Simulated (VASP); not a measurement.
# MnS (F-43m) in VASP: settings compared

The runs below take MnS through single point, relaxation of cell and atoms, with PBE, RPBE+D4, PBEsol+D3(BJ).

All numbers are computed with VASP 6.6.1; they aren't measurements. Logs are shortened: lines on timing, memory, paths and dates and some standing lists are left out, and cuts for length are marked.

### 1 The cell of the first run

It takes space group F-43m (No. 216, cubic). Conventional cell: a = 4.947 Å, b = 4.947 Å, c = 4.947 Å, α = 90.00°, β = 90.00°, γ = 90.00°. Mn (site symmetry -43m) has 4 S at 2.14 Å within 2.8 Å. S (site symmetry -43m) has 4 Mn at 2.14 Å within 2.8 Å.

### 2 Single point, PBE, collinear spin, ferromagnetic start

INCAR reads:

```
PREC = Accurate
ENCUT = 520
EDIFF = 1E-6
ISMEAR = 0
SIGMA = 0.015
LREAL = False
LASPH = True
NELM = 150
ALGO = Normal
ISIF = 2
LWAVE = False
LCHARG = False
ISPIN = 2
MAGMOM = 4 0
LORBIT = 11
LMAXMIX = 4
GGA = PE
NBANDS = 20
```

KPOINTS reads:

```
regular mesh
0
Gamma
  9 9 9
```

POSCAR reads:

```
MnS
1.0
    0.0000000000      2.4734634191      2.4734634191
    2.4734634191      0.0000000000      2.4734634191
    2.4734634191      2.4734634191      0.0000000000
Mn S
1 1
Direct
    0.0000000000      0.0000000000      0.0000000000
    0.7500000000      0.7500000000      0.7500000000
```

Potentials or basis: VASP PAW PBE potentials, release 64 (Mn_pv, S).

Command:

```sh
cat potpaw_PBE.64/Mn_pv/POTCAR potpaw_PBE.64/S/POTCAR > POTCAR
mpirun -np 1 vasp_std > vasp.out
```

OUTCAR:

```text
PREC = Accurate
   ENCUT = 520
   EDIFF = 1E-6
   ISMEAR = 0
   LREAL = False
   LASPH = True
   NELM = 150
   ISIF = 2
   ISPIN = 2
   LORBIT = 11
   GGA = PE

 ion  position               nearest neighbor table
   1  0.000  0.000  0.000-   2 2.14   2 2.14   2 2.14   2 2.14
   2  0.750  0.750  0.750-   1 2.14   1 2.14   1 2.14   1 2.14

  LATTYP: Found a face centered cubic cell.
 ALAT       =     4.9469268382

  Lattice vectors:

 A1 = (   0.0000000000,   2.4734634191,   2.4734634191)
 A2 = (   2.4734634191,   0.0000000000,   2.4734634191)
 A3 = (   2.4734634191,   2.4734634191,   0.0000000000)

Analysis of symmetry for initial positions (statically):
=====================================================================
 Subroutine PRICEL returns:
 Original cell was already a primitive cell.

 Routine SETGRP: Setting up the symmetry group for a
 face centered cubic supercell.

 Subroutine GETGRP returns: Found 24 space group operations
 (whereof 24 operations were pure point group operations)
 out of a pool of 48 trial point group operations.

The static configuration has the point symmetry T_d .

Analysis of symmetry for dynamics (positions and initial velocities):
=====================================================================
 Subroutine PRICEL returns:
 Original cell was already a primitive cell.

 Routine SETGRP: Setting up the symmetry group for a
 face centered cubic supercell.

 Subroutine GETGRP returns: Found 24 space group operations
 (whereof 24 operations were pure point group operations)
 out of a pool of 48 trial point group operations.

The dynamic configuration has the point symmetry T_d .

Analysis of structural, dynamic, and magnetic symmetry:
=====================================================================
 Subroutine PRICEL returns:
 Original cell was already a primitive cell.

 Routine SETGRP: Setting up the symmetry group for a
 face centered cubic supercell.

 Subroutine GETGRP returns: Found 24 space group operations
 (whereof 24 operations were pure point group operations)
 out of a pool of 48 trial point group operations.

The overall configuration has the point symmetry T_d .

 Subroutine INISYM returns: Found 24 space group operations
 (whereof 24 operations are pure point group operations),
 and found     1 'primitive' translations

----------------------------------------------------------------------------------------

                                     Primitive cell

  volume of cell :      30.2654

  direct lattice vectors                    reciprocal lattice vectors
     0.000000000  2.473463419  2.473463419    -0.202145702  0.202145702  0.202145702
     2.473463419  0.000000000  2.473463419     0.202145702 -0.202145702  0.202145702
     2.473463419  2.473463419  0.000000000     0.202145702  0.202145702 -0.202145702

  length of vectors
     3.498005513  3.498005513  3.498005513     0.350126627  0.350126627  0.350126627

  position of ions in fractional coordinates (direct lattice)
     0.000000000  0.000000000  0.000000000
     0.750000000  0.750000000  0.750000000

  ion indices of the primitive-cell ions
   primitive index   ion index
                 1           1
                 2           2

----------------------------------------------------------------------------------------

 KPOINTS: regular mesh

Automatic generation of k-mesh.
 Grid dimensions read from file:
 generate k-points for:    9    9    9

 Generating k-lattice:

  Cartesian coordinates                     Fractional coordinates (reciprocal lattice)
    -0.022460634  0.022460634  0.022460634     0.111111111  0.000000000  0.000000000
     0.022460634 -0.022460634  0.022460634     0.000000000  0.111111111  0.000000000
     0.022460634  0.022460634 -0.022460634     0.000000000  0.000000000  0.111111111

  Length of vectors
     0.038902959  0.038902959  0.038902959

  Shift w.r.t. Gamma in fractional coordinates (k-lattice)
     0.000000000  0.000000000  0.000000000

 Subroutine IBZKPT returns following result:
 ===========================================

 Found     35 irreducible k-points:

 Following reciprocal coordinates:
            Coordinates               Weight
  0.000000  0.000000  0.000000      1.000000
  0.111111  0.000000  0.000000      8.000000
  0.222222  0.000000  0.000000      8.000000
  0.333333  0.000000  0.000000      8.000000
  0.444444  0.000000  0.000000      8.000000
  0.111111  0.111111  0.000000      6.000000
[... 16 lines left out ...]
 -0.333333  0.333333  0.000000     12.000000
  0.444444  0.444444  0.000000      6.000000
 [... further k-points ...]
   k-points           NKPTS =     35   k-points in BZ     NKDIM =     35   number of bands    NBANDS=     20
   number of dos      NEDOS =    301   number of ions     NIONS =      2
   total plane-waves  NPLWV =  21952
   dimension x,y,z NGX =    28 NGY =   28 NGZ =   28
   dimension x,y,z NGXF=    56 NGYF=   56 NGZF=   56
   ions per type =               1   1
   NGX,Y,Z   is equivalent  to a cutoff of  13.31, 13.31, 13.31 a.u.
   NGXF,Y,Z  is equivalent  to a cutoff of  26.61, 26.61, 26.61 a.u.
 SYSTEM =  unknown system
   PREC   = accura    normal or accurate (medium, high low for compatibility)
   ISTART =      0    job   : 0-new  1-cont  2-samecut
   ICHARG =      2    charge: 1-file 2-atom 10-const
   ISPIN  =      2    spin polarized calculation?
   LNONCOLLINEAR =      F non collinear calculations
   LSORBIT =      F    spin-orbit coupling
   LASPH  =      T    aspherical Exc in radial PAW
   ENCUT  =  520.0 eV  38.22 Ry    6.18 a.u.   6.50  6.50  6.50*2*pi/ulx,y,z
   NELM   =    150;   NELMIN=  2; NELMDL= -5     # of ELM steps
   EDIFF  = 0.1E-05   stopping-criterion for ELM
   LREAL  =      F    real-space projection
   EDIFFG = 0.1E-04   stopping-criterion for IOM
   NSW    =      0    number of steps for IOM
   IBRION =     -1    ionic relax: 0-MD 1-quasi-New 2-CG
   NFREE  =      0    steps in history (QN), initial steepest desc. (CG)
   ISIF   =      2    stress and relaxation
   ISYM   =      2    0-nonsym 1-usesym 2-fastsym
   POTIM  = 0.5000    time-step for ionic-motion
   TEBEG  =    0.0;   TEEND  =   0.0 temperature during run
   PSTRESS=    0.0 pullay stress
   NELECT =      19.0000    total number of electrons
   NUPDOWN=      -1.0000    fix difference up-down
   EMIN   =  10.00;   EMAX   =-10.00  energy-range for DOS
   EFERMI =   0.00;   METHOD = LEGACY
   ISMEAR =     0;   SIGMA  =   0.01  broadening in eV -4-tet -1-fermi 0-gaus
   EFERMI_NEDOS =   21; number of points for ismear=-14 and -15
   IALGO  =     38    algorithm
   IMIX   =      4    mixing-type and parameters
     AMIX     =   0.40;   BMIX     =  1.00
     AMIX_MAG =   1.60;   BMIX_MAG =  1.00
  volume/ion in A,a.u.               =      15.13       102.12
  Fermi-wavevector in a.u.,A,eV,Ry     =   1.401771  2.648964 26.734947  1.964963
  Thomas-Fermi vector in A             =   2.524600
   LORBIT       =     11    0 simple, 1 ext, 2 COOP (PROOUT), +10 PAW based schemes
   GGA     = PE    functional components
   LHFCALC =     F    Hartree Fock is set to
   AEXX    =    0.0000 exact exchange contribution
   IVDW    =     0    specifies the selected vdW correction
   LEPSILON=     F    determine dielectric tensor
   LRPA    =     F    only Hartree local field effects (RPA)
 spin polarized calculation
 Gauss-broadening in eV      SIGMA  =   0.01
  energy-cutoff  :      520.00
  volume of cell :       30.27
 maximum number of plane-waves:       869
 NGX is ok and might be reduce to    28
   NGX = 13   NGY = 13   NGZ = 13

 number of electron      18.9999987 magnetization       0.2578331

 Free energy of the ion-electron system (eV)
  ---------------------------------------------------
  ext. energy  EPLUGINS =         0.00000000
  ---------------------------------------------------
  free energy    TOTEN  =       -13.66717294 eV

  energy without entropy =      -13.66674919  energy(sigma->0) =      -13.66696107

 E-fermi :   7.4441     XC(G=0): -11.2406

 val. band max:        7.4073228195   @ k =  -0.3333   0.3333   0.1111
 cond. band min:       7.4454126194   @ k =  -0.4444   0.3333   0.1111
 fundamental gap:      0.0380897999
 Fermi energy:         7.4441466438

 spin component 1

 k-point     1 :       0.0000    0.0000    0.0000
  band No.  band energies     occupation
      1     -40.3928      1.00000
      2     -40.3928      1.00000
      3     -40.3928      1.00000
      4      -7.8759      1.00000
      5       2.7074      1.00000
      6       2.7074      1.00000
[... 12 lines left out ...]
     19      23.1642      0.00000
     20      23.6597      0.00000

 k-point     2 :       0.1111    0.0000    0.0000
  band No.  band energies     occupation
      1     -40.3957      1.00000
      2     -40.3932      1.00000
      3     -40.3932      1.00000
      4      -7.7475      1.00000
      5       2.4613      1.00000
      6       2.7503      1.00000
[... 498 lines left out ...]
 k-point    24 :       0.4444    0.4444    0.0000
  band No.  band energies     occupation
      1     -40.4174      1.00000
      2     -40.4020      1.00000
      3     -40.4020      1.00000
      4      -6.2266      1.00000
      5       0.7508      1.00000
      6       3.3336      1.00000
[... 12 lines left out ...]
     19      24.5913      0.00000
     20      24.5913      0.00000

 [... further k-points ...]

 spin component 2

 k-point     1 :       0.0000    0.0000    0.0000
  band No.  band energies     occupation
      1     -40.1492      1.00000
      2     -40.1492      1.00000
      3     -40.1492      1.00000
      4      -7.8666      1.00000
      5       2.7599      1.00000
      6       2.7599      1.00000
[... 12 lines left out ...]
     19      23.1589      0.00000
     20      23.6923      0.00000

 k-point     2 :       0.1111    0.0000    0.0000
  band No.  band energies     occupation
      1     -40.1522      1.00000
      2     -40.1497      1.00000
      3     -40.1497      1.00000
      4      -7.7386      1.00000
      5       2.5094      1.00000
      6       2.8030      1.00000
[... 498 lines left out ...]
 k-point    24 :       0.4444    0.4444    0.0000
  band No.  band energies     occupation
      1     -40.1743      1.00000
      2     -40.1586      1.00000
      3     -40.1586      1.00000
      4      -6.2226      1.00000
      5       0.7992      1.00000
      6       3.3645      1.00000
[... 12 lines left out ...]
     19      24.6221      0.00000
     20      24.6221      0.00000

 [... further k-points ...]
[... 5 lines left out ...]
  --------------------------------------------------------------------------------------
  -------------------------------------------------------------------------------------
  Total        0.6237282      0.6237282      0.6237282      0.0000000     -0.0000000      0.0000000
  in kB       33.0186612     33.0186612     33.0186612      0.0000000     -0.0000000      0.0000000
  external PRESSURE =      33.0186612 kB  Pullay stress =       0.0000000 kB

 VOLUME and BASIS-vectors are now :
 -----------------------------------------------------------------------------
  energy-cutoff  :      520.00
  volume of cell :       30.27
      direct lattice vectors                 reciprocal lattice vectors
     0.000000000  2.473463419  2.473463419    -0.202145702  0.202145702  0.202145702
     2.473463419  0.000000000  2.473463419     0.202145702 -0.202145702  0.202145702
     2.473463419  2.473463419  0.000000000     0.202145702  0.202145702 -0.202145702

 POSITION                                       TOTAL-FORCE (eV/Angst)
 -----------------------------------------------------------------------------------
      0.00000      0.00000      0.00000         0.000000      0.000000      0.000000
      3.71020      3.71020      3.71020        -0.000000     -0.000000     -0.000000
 -----------------------------------------------------------------------------------
    total drift:                               -0.000002     -0.000002     -0.000002

  FREE ENERGIE OF THE ION-ELECTRON SYSTEM (eV)
  ---------------------------------------------------
  free  energy   TOTEN  =       -13.6671729442 eV

  energy  without entropy=      -13.6667491911  energy(sigma->0) =      -13.66696107

 total charge

# of ion       s       p       d       tot
------------------------------------------
    1        0.353   6.313   5.366  12.031
    2        1.322   2.426   0.000   3.748
--------------------------------------------------
tot          1.674   8.739   5.366  15.779

 magnetization (x)

# of ion       s       p       d       tot
------------------------------------------
    1        0.008   0.004   0.220   0.233
    2       -0.001  -0.005   0.000  -0.006
--------------------------------------------------
tot          0.007  -0.000   0.220   0.227
```

It took 2.7 min on 1 thread of Intel Xeon 6975P-C, shared host; peak memory 0.2 GiB.

Results:

```yaml
Free_energy: -13.6672 eV
Pressure: 3.3 GPa
Net_moment: 0.26 μB per cell
Site_moments: Mn +0.23; S -0.01 μB
Valence_electrons_inside_the_program's_atomic_spheres: Mn 12.03; S 3.75
```

Caveat: the moment fell far below its start of 4 μB, so a state of higher moment may lie lower in energy; semilocal functionals often make such compounds metallic where correlation or magnetic order opens a gap, which also shifts bond lengths.

[end of part 1 of 2]
